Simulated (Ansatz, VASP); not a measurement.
## Two plane-wave programs on RuC2

```
CELL_PARAMETERS angstrom
-1.78942 1.78942 4.02440
1.78942 -1.78942 4.02440
1.78942 1.78942 -4.02440
ATOMIC_POSITIONS crystal
Ru 0.00000 0.00000 0.00000
Ru 0.75000 0.25000 0.50000
C 0.40627 0.40627 0.00000
C 0.15627 0.65627 0.50000
C 0.34373 0.84373 0.50000
C 0.59373 0.59373 0.00000
```

Alike in both runs: functional PBE; k mesh 14 × 14 × 14; occupations gaussian, width 0.1 eV; no spin polarisation.

Ansatz relaxed the structure, and its values are those at the end. VASP's run is a single point on that final structure, the one shown.

|  | VASP | Ansatz |
| --- | --- | --- |
| version | VASP 6.6.1 | Ansatz 0.2.0 |
| potentials or method | VASP PAW PBE potentials, release 64 (Ru_pv, C), cutoff 520 eV | scalar-relativistic, plane waves, PAW |
| valence electrons in the cell | 44 | 48 |

|  | VASP | Ansatz | Ansatz less VASP |
| --- | --- | --- | --- |
| gap on the k mesh at the Fermi level (eV) | none | none | - |
| pressure (GPa) | 0.2 | 0.0 | -0.22 |
| rms of the force components (eV/Å) | 0.014 | 0.000 | -0.0139 |

A gap of «none» marks a metal or a gap that the smearing closes. VASP's potentials hold 44 valence electrons a cell and Ansatz's 48, so a difference there can come from the potentials and not from the codes.
